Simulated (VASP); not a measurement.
# Si16Ge (a cell with a defect) in VASP: notebook

Runs on Si16Ge (a cell with a defect). Level: PBE+D3(BJ). Tasks: single point.

Program: VASP 6.6.1. These are calculated values, not measurements. Logs are shortened: lines on timing, memory, paths and dates and some standing lists are left out, and cuts for length are marked.

## 1. The cell of the first run

The cell holds a defect, 17 atoms: a = 7.679 Å, b = 7.679 Å, c = 7.679 Å, α = 60.00°, β = 60.00°, γ = 60.00°.

## 2. Single point, PBE+D3(BJ)

INCAR

```
ALGO = Normal ; EDIFF = 1E-7
ENCUT = 520 ; GGA = PE
ISIF = 2 ; ISMEAR = -1
IVDW = 12 ; LASPH = True
LCHARG = True ; LELF = True
LREAL = Auto ; LVHAR = True
LWAVE = False ; NBANDS = 53
NELM = 100 ; PREC = Accurate
SIGMA = 0.02
```

KPOINTS

```
k-points
0
Gamma
  2 2 2
```

POSCAR

```
Si16Ge
1.0
    0.0000000000      5.4300000000      5.4300000000
    5.4300000000      0.0000000000      5.4300000000
    5.4300000000      5.4300000000      0.0000000000
Si Ge
16 1
Direct
    0.0530386740     -0.0817679558     -0.0490607735
    0.1744567219      0.0674217311      0.0676795580
   -0.0311510129      0.0583885820      0.4433977901
    0.1509576427      0.1456353591      0.5401841621
    0.2706537753      0.5412430939      0.0882780847
   -0.1196316759      0.6801104972      0.1200368324
   -0.0453499079      0.4972283610      0.4585543278
    0.0738121547      0.6667771639      0.5853222836
    0.3888305709      0.3070073665     -0.0723480663
    0.6854051565      0.2076519337     -0.0017219153
    0.5128176796      0.1160405157      0.3767587477
    0.6054696133      0.2505156538      0.5420073665
    0.5557826888      0.6860036832     -0.0447882136
    0.5829465930      0.9150460405      0.0385451197
    0.4449907919      0.6404419890      0.4160036832
    0.5736924494      0.6873756906      0.6288305709
    0.8824493554      0.3882136280      0.0408287293
```

Potentials or basis: VASP PAW PBE potentials, release 64 (Si, Ge_d).

Run with:

```sh
cat potpaw_PBE.64/Si/POTCAR potpaw_PBE.64/Ge_d/POTCAR > POTCAR
mpirun -np 1 vasp_std > vasp.out
```

OUTCAR:

```text
EDIFF = 1E-7
   ENCUT = 520
   GGA = PE
   ISIF = 2
   ISMEAR = -1
   IVDW = 12
   LASPH = True
   LREAL = Auto
   NELM = 100
   PREC = Accurate
 IVDW          = 12

 ion  position               nearest neighbor table
   1  0.053  0.918  0.951-   6 2.26   2 2.43   5 2.48  10 2.56   4 2.65
   2  0.174  0.067  0.068-  17 2.36   1 2.43   3 2.49   9 2.56  14 2.67  13 3.05
   3  0.969  0.058  0.443-  12 2.33   4 2.33   8 2.46   2 2.49  17 2.99
   4  0.151  0.146  0.540-   7 2.27   3 2.33  11 2.35   1 2.65
   5  0.271  0.541  0.088-   9 2.25  13 2.48   1 2.48   6 2.55   7 2.65  10 2.93  16 3.09  11 3.14

   6  0.880  0.680  0.120-  14 2.25   1 2.26   7 2.47   5 2.55  17 2.59  15 3.03
   7  0.955  0.497  0.459-   4 2.27   6 2.47  16 2.49   8 2.61   5 2.65
   8  0.074  0.667  0.585-  15 2.42   3 2.46   7 2.61
   9  0.389  0.307  0.928-   5 2.25  10 2.27  14 2.50   2 2.56  12 2.71
  10  0.685  0.208  0.998-   9 2.27  11 2.39   1 2.56  14 2.57  17 2.71   5 2.93
  11  0.513  0.116  0.377-   4 2.35  10 2.39  12 2.48  16 2.79   5 3.14
  12  0.605  0.251  0.542-   3 2.33  15 2.45  11 2.48   9 2.71
  13  0.556  0.686  0.955-  14 2.27  16 2.44   5 2.48  17 2.52   2 3.05  15 3.07
  14  0.583  0.915  0.039-   6 2.25  13 2.27   9 2.50  10 2.57  15 2.65   2 2.67
  15  0.445  0.640  0.416-   8 2.42  12 2.45  16 2.52  14 2.65   6 3.03  13 3.07
  16  0.574  0.687  0.629-  13 2.44   7 2.49  15 2.52  11 2.79   5 3.09
  17  0.882  0.388  0.041-   2 2.36  13 2.52   6 2.59  10 2.71   3 2.99

  LATTYP: Found a face centered cubic cell.
 ALAT       =    10.8600000000

  Lattice vectors:

 A1 = (   0.0000000000,   5.4300000000,   5.4300000000)
 A2 = (   5.4300000000,   0.0000000000,   5.4300000000)
 A3 = (   5.4300000000,   5.4300000000,   0.0000000000)

Analysis of symmetry for initial positions (statically):
=====================================================================
 Subroutine PRICEL returns:
 Original cell was already a primitive cell.

 Routine SETGRP: Setting up the symmetry group for a
 face centered cubic supercell.

 Subroutine GETGRP returns: Found  1 space group operations
 (whereof  1 operations were pure point group operations)
 out of a pool of 48 trial point group operations.

The static configuration has the point symmetry C_1 .

Analysis of symmetry for dynamics (positions and initial velocities):
=====================================================================
 Subroutine PRICEL returns:
 Original cell was already a primitive cell.

 Routine SETGRP: Setting up the symmetry group for a
 face centered cubic supercell.

 Subroutine GETGRP returns: Found  1 space group operations
 (whereof  1 operations were pure point group operations)
 out of a pool of 48 trial point group operations.

[... 122 lines left out ...]
   TEBEG  =    0.0;   TEEND  =   0.0 temperature during run
   PSTRESS=    0.0 pullay stress
   NELECT =      78.0000    total number of electrons
   NUPDOWN=      -1.0000    fix difference up-down
   EMIN   =  10.00;   EMAX   =-10.00  energy-range for DOS
   EFERMI =   0.00;   METHOD = LEGACY
   ISMEAR =    -1;   SIGMA  =   0.02  broadening in eV -4-tet -1-fermi 0-gaus
   EFERMI_NEDOS =   21; number of points for ismear=-14 and -15
   IALGO  =     38    algorithm
   IMIX   =      4    mixing-type and parameters
     AMIX     =   0.40;   BMIX     =  1.00
     AMIX_MAG =   1.60;   BMIX_MAG =  1.00
  volume/ion in A,a.u.               =      18.84       127.11
  Fermi-wavevector in a.u.,A,eV,Ry     =   1.022421  1.932096 14.222785  1.045345
  Thomas-Fermi vector in A             =   2.156100
   LORBIT       =      0    0 simple, 1 ext, 2 COOP (PROOUT), +10 PAW based schemes
   GGA     = PE    functional components
   LHFCALC =     F    Hartree Fock is set to
   AEXX    =    0.0000 exact exchange contribution
   IVDW    =    12    specifies the selected vdW correction
   LEPSILON=     F    determine dielectric tensor
   LRPA    =     F    only Hartree local field effects (RPA)
 non-spin polarized calculation
  energy-cutoff  :      520.00
  volume of cell :      320.21
 maximum number of plane-waves:      8646
 NGX is ok and might be reduce to    60
   NGX = 29   NGY = 29   NGZ = 29

 number of electron      78.0000002 magnetization

 Free energy of the ion-electron system (eV)
  ---------------------------------------------------
  ext. energy  EPLUGINS =         0.00000000
  ---------------------------------------------------
  free energy    TOTEN  =       -82.78789737 eV

  energy without entropy =      -82.78050381  energy(sigma->0) =      -82.78420059

 E-fermi :   6.5330     XC(G=0):  -9.9269

 val. band max:        6.5098795361   @ k =   0.0000   0.5000   0.5000
 cond. band min:       6.5548623841   @ k =   0.5000   0.0000   0.0000
 fundamental gap:      0.0449828480
 Fermi energy:         6.5330192436

 k-point     1 :       0.0000    0.0000    0.0000
  band No.  band energies     occupation
      1     -17.9501      2.00000
      2     -17.9316      2.00000
      3     -17.9099      2.00000
      4     -17.8873      2.00000
      5     -17.8648      2.00000
      6      -6.1633      2.00000
[... 421 lines left out ...]
     50       9.8194      0.00000
     51       9.9132      0.00000
 [bands above 51 left out]

------------------------ aborting loop because EDIFF is reached ----------------------------------------

 Edisp (eV)   -5.83263

 E8    (eV) :    -2.4157

  FORCE on cell =-STRESS in cart. coord.  units (eV):
  Direction    XX          YY          ZZ          XY          YZ          ZX
  --------------------------------------------------------------------------------------
  -------------------------------------------------------------------------------------
  Total      -4.06261    -0.10326   -10.20564    -7.34647     3.88486     2.26392
  in kB     -20.32763    -0.51666   -51.06478   -36.75869    19.43824    11.32773
  external pressure =      -23.97 kB  Pullay stress =        0.00 kB

 VOLUME and BASIS-vectors are now :
 -----------------------------------------------------------------------------
  energy-cutoff  :      520.00
  volume of cell :      320.21
      direct lattice vectors                 reciprocal lattice vectors
     0.000000000  5.430000000  5.430000000    -0.092081031  0.092081031  0.092081031
     5.430000000  0.000000000  5.430000000     0.092081031 -0.092081031  0.092081031
     5.430000000  5.430000000  0.000000000     0.092081031  0.092081031 -0.092081031

 POSITION                                       TOTAL-FORCE (eV/Angst)
 -----------------------------------------------------------------------------------
     10.14960      5.45160      5.27400         0.406305     -1.082621      2.236393
      0.73360      1.31480      1.31340         0.102293      0.820965     -0.155735
      2.72470      7.66850      5.57790        -1.180547      0.516764     -0.290261
      3.72400      3.75290      1.61050        -0.155209      0.935446     -0.964422
      3.41830      1.94900      4.40860         1.076918      0.825683      0.454094
      4.34480      5.43220      8.47340        -0.958331      1.504361     -1.276625
[... 9 lines left out ...]
      7.14700      6.52970      6.84760        -0.408567     -0.199459      0.516126
      2.32970      5.01340      6.89970         0.553701     -1.092052      0.885251
 -----------------------------------------------------------------------------------
    total drift:                                0.006185     -0.000979      0.000051

  FREE ENERGIE OF THE ION-ELECTRON SYSTEM (eV)
  ---------------------------------------------------
  free  energy   TOTEN  =       -88.6205310891 eV

  energy  without entropy=      -88.6131375260  energy(sigma->0) =      -88.61683431
```

Run time: 3.6 min. Hardware: 1 thread of Intel Xeon Platinum 8488C (Sapphire Rapids), shared host; peak memory 0.49 GiB.

Results:

```
Free energy                : -88.6205 eV
Pressure                   : -2.4 GPa
Largest force              : 2.597 eV/Å
Band gap on the k mesh     : zero (bands 39 and 40 overlap by 0.20 eV)
Dispersion energy per atom : -0.343 eV
```

Forces in eV/Å, atoms in the order of the input:
```
Si   0.406 -1.083  2.236
Si   0.102  0.821 -0.156
Si  -1.181  0.517 -0.290
Si  -0.155  0.935 -0.964
Si   1.077  0.826  0.454
Si  -0.958  1.504 -1.277
Si   1.617 -0.482  1.225
Si   0.005 -0.549 -0.352
Si  -1.945 -1.638 -0.527
Si   0.229  1.497  0.653
Si   0.114  0.879 -0.279
Si   0.315 -0.740 -0.194
Si  -1.056 -0.516 -1.087
Si   1.233 -1.016 -0.889
Si   0.051  0.336  0.045
Si  -0.409 -0.199  0.516
Ge   0.554 -1.092  0.885
```

Stress tensor (GPa, compression positive):
```
-2.03 -3.68  1.13
-3.68 -0.05  1.94
 1.13  1.94 -5.11
```

Caveat: the k points lie up to 0.50 Å⁻¹ apart; the atoms stand as in a frame of molecular dynamics.

## 3. Single point, PBE+D3(BJ)

INCAR

```
PREC     = Accurate       # precision mode
ENCUT    = 520            # plane-wave cutoff, eV
EDIFF    = 1E-7           # SCF threshold, eV
ISMEAR   = -1             # smearing method
SIGMA    = 0.02           # smearing width, eV
LREAL    = Auto         
LASPH    = T              # aspherical terms in the spheres
NELM     = 100            # most SCF steps
ALGO     = Normal         # electronic algorithm
ISIF     = 2              # what is computed and relaxed
LWAVE    = F              # write WAVECAR
LCHARG   = F              # write CHGCAR
GGA      = PE             # functional
IVDW     = 12             # dispersion correction
NBANDS   = 53             # bands
```

KPOINTS

```
regular mesh
0
Gamma
  2 2 2
```

POSCAR

```
Si16Ge
1.0
    0.0000000000      5.4300000000      5.4300000000
    5.4300000000      0.0000000000      5.4300000000
    5.4300000000      5.4300000000      0.0000000000
Si Ge
16 1
Direct
    0.1022836096     -0.0222836096     -0.1062246777
    0.1766482505      0.0685082873      0.0741620626
   -0.0291804788     -0.0042449355      0.4169705341
    0.1762246777      0.0948987109      0.4884346225
    0.2214364641      0.5970902394      0.0182504604
   -0.1872559853      0.7543278085      0.1338121547
   -0.0173572744      0.5044106814      0.4349447514
    0.1750276243      0.6479373849      0.5057642726
    0.4800276243      0.3569705341     -0.2135819521
    0.7252486188      0.1741988950      0.0592449355
    0.5288489871      0.0151657459      0.4010773481
    0.6298434622      0.1700460405      0.4998618785
    0.6093830571      0.5331952118      0.0137476980
    0.6428729282      0.9150460405     -0.1236648250
    0.5885082873      0.5432412523      0.3281031308
    0.6342817680      0.6619797422      0.6636556169
    0.9790147330      0.5264917127     -0.0675046041
```

Potentials or basis: VASP PAW PBE potentials, release 64 (Si, Ge_d).

Run with:

```sh
cat potpaw_PBE.64/Si/POTCAR potpaw_PBE.64/Ge_d/POTCAR > POTCAR
mpirun -np 1 vasp_std > vasp.out
```

Run time: 2.7 min. Hardware: 1 thread of Intel Xeon Platinum 8488C (Sapphire Rapids), shared host; peak memory 0.48 GiB.

Results (log left out):

```yaml
Free_energy: -87.8122 eV
Pressure: -1.1 GPa
Largest_force: 2.642 eV/Å
Band_gap_on_the_k_mesh: zero (bands 39 and 40 overlap by 0.20 eV)
Dispersion_energy_per_atom: -0.342 eV
```

Forces in eV/Å, atoms in the order of the input:
```
Si  -1.100 -1.621 -0.579
Si  -0.281  0.092  2.517
Si  -0.379  1.678  1.037
Si   2.464 -0.720 -0.623
Si   0.380  0.876  0.267
Si   1.517  0.872  0.050
Si  -0.578  0.622  0.678
Si  -0.833  0.637 -1.345
Si   0.370  0.459  0.089
Si  -1.268 -0.749  0.238
Si  -1.264  0.539 -0.879
Si   2.199  0.077 -0.038
Si   0.854 -0.251 -0.177
Si   0.349 -1.102 -0.724
Si   0.696 -0.626 -0.814
Si  -0.736 -0.918  0.336
Ge  -2.390  0.135 -0.032
```

Stress tensor (GPa, compression positive):
```
-0.68  1.38  0.51
 1.38 -1.44 -0.26
 0.51 -0.26 -1.27
```

Levels at points of the mesh, in eV from the Fermi level:
```csv
k point,band 35,band 36,band 37,band 38,band 39,band 40,band 41,band 42,band 43,band 44
"(0.00, 0.00, 0.00)",-0.69,-0.66,-0.57,-0.44,-0.35,0.07,0.22,0.30,0.51,0.81
"(0.50, 0.00, 0.00)",-1.40,-1.15,-0.79,-0.50,-0.06,0.10,0.50,0.90,1.13,1.47
"(0.00, 0.50, 0.00)",-1.32,-1.21,-0.98,-0.62,-0.17,0.23,0.46,0.68,0.89,1.15
"(0.00, 0.00, 0.50)",-1.23,-1.08,-0.98,-0.53,0.19,0.25,0.44,0.64,1.03,1.22
"(0.50, 0.50, 0.50)",-1.11,-0.79,-0.39,-0.21,-0.11,0.01,0.31,0.51,0.76,1.12
"(0.50, 0.50, 0.00)",-1.50,-1.00,-0.82,-0.45,-0.07,0.21,1.02,1.14,1.21,1.65
"(0.00, 0.50, 0.50)",-1.19,-0.87,-0.75,-0.64,-0.04,0.05,0.66,0.74,1.47,1.54
"(0.50, 0.00, 0.50)",-1.33,-1.19,-0.83,-0.37,-0.21,-0.01,0.86,1.28,1.41,1.55
```

Caveat: the k points lie up to 0.50 Å⁻¹ apart; the atoms stand as in a frame of molecular dynamics.

## 4. Single point, PBE+D3(BJ)

INCAR

```
  ALGO = Normal
  EDIFF = 1E-7
  ENCUT = 520
  GGA = PE
  ISIF = 2
  ISMEAR = -1
  IVDW = 12
  LASPH = T
  LCHARG = F
  LREAL = Auto
  LWAVE = F
  NBANDS = 53
  NELM = 100
  PREC = Accurate
  SIGMA = 0.02
```

KPOINTS

```
k-points
0
Gamma
  2 2 2
```

POSCAR

```
Si16Ge
1.0
    0.0000000000      5.4300000000      5.4300000000
    5.4300000000      0.0000000000      5.4300000000
    5.4300000000      5.4300000000      0.0000000000
Si Ge
16 1
Direct
    0.0738858195     -0.0619521179     -0.1199631676
    0.2023941068      0.0108287293      0.0378821363
   -0.0105801105      0.0263996317      0.4154051565
    0.1549447514      0.1204327808      0.5068968692
    0.1870073665      0.5685911602     -0.0251104972
   -0.2576243094      0.5794843462      0.2378268877
    0.0719244936      0.4839134438      0.3845395948
    0.1546685083      0.6491620626      0.5712615101
    0.5516390424      0.4483241252     -0.2743830571
    0.6759760589      0.0884990792     -0.0260497238
    0.5842541436     -0.0478453039      0.3712891344
    0.6366482505      0.0263535912      0.5967771639
    0.4711602210      0.3582136280      0.1497605893
    0.5666482505      0.7805524862     -0.0247513812
    0.4722467772      0.4355616943      0.4308287293
    0.7132965009      0.6115469613      0.7117863720
    1.0379281768      0.3813720074     -0.0436924494
```

Run with:

```sh
cat potpaw_PBE.64/Si/POTCAR potpaw_PBE.64/Ge_d/POTCAR > POTCAR
mpirun -np 1 vasp_std > vasp.out
```

Wall time 2.7 min (1 thread of Intel Xeon Platinum 8488C (Sapphire Rapids), shared host); peak memory 0.48 GiB.

It converged, with:

```
Free energy                : -88.0595 eV
Pressure                   : -1.7 GPa
Largest force              : 3.465 eV/Å
Band gap on the k mesh     : 0.12 eV
Dispersion energy per atom : -0.333 eV
```

Forces in eV/Å, atoms in the order of the input:
```
Si   0.244 -1.267 -0.529
Si   0.411  1.078 -0.427
Si  -1.497 -0.532 -0.697
Si  -0.287  1.932  0.912
Si   0.058  0.829  0.702
Si   0.119  0.719  0.980
Si   1.125 -0.628  0.503
Si   0.362 -0.463 -1.125
Si  -1.321 -1.288 -2.934
Si  -0.794  0.429 -0.097
Si  -0.529 -1.128 -1.505
Si   1.081 -0.149  0.649
Si   0.389 -0.037  0.537
Si   0.370 -0.464  0.786
Si  -0.796  1.131 -0.467
Si   0.650  1.352  2.769
Ge   0.414 -1.512 -0.058
```

Stress tensor (GPa, compression positive):
```
-2.90  0.97  2.68
 0.97 -3.84  2.57
 2.68  2.57  1.50
```

Levels at points of the mesh, in eV from the valence-band top:
```
           k point  band 36  band 37  band 38  band 39  band 40  band 41  band 42  band 43
(0.00, 0.00, 0.00)    -0.75    -0.29    -0.24    -0.01     0.12     0.21     0.49     0.68
(0.50, 0.00, 0.00)    -1.13    -0.70    -0.61    -0.16     0.30     0.47     0.59     0.96
(0.00, 0.50, 0.00)    -1.07    -0.66    -0.40     0.00     0.22     0.38     0.53     1.16
(0.00, 0.00, 0.50)    -0.84    -0.52    -0.44    -0.25     0.22     0.43     0.80     1.04
(0.50, 0.50, 0.50)    -1.01    -0.67    -0.29    -0.18     0.15     0.21     0.70     1.00
(0.50, 0.50, 0.00)    -1.27    -0.86    -0.51    -0.18     0.63     0.91     1.03     1.20
(0.00, 0.50, 0.50)    -1.07    -0.84    -0.45    -0.24     0.37     0.51     0.99     1.24
(0.50, 0.00, 0.50)    -1.10    -0.80    -0.56    -0.29     0.60     0.69     1.02     1.30
```

Caveat: the k points lie up to 0.50 Å⁻¹ apart; the atoms stand as in a frame of molecular dynamics.

## 5. The runs side by side

| cell | gap on the mesh (eV) | pressure (GPa) | largest force (eV/Å) |
| --- | --- | --- | --- |
| as given, atomic positions A | none | -2.4 | 2.60 |
| as given, atomic positions B | none | -1.1 | 2.64 |
| as given, atomic positions C | 0.12 | -1.7 | 3.47 |

Alike in all rows: task single point; level PBE+D3(BJ); potentials or basis VASP PAW PBE potentials, release 64 (Si, Ge_d); no spin polarisation; k mesh 2 × 2 × 2; cutoff (eV) 520; smearing fermi-dirac 0.02 eV.

Caveats: all runs use coarse meshes; the atoms stand as in a frame of molecular dynamics.

Total energies depend on the potentials used, so only differences within one code and one set of settings carry meaning.
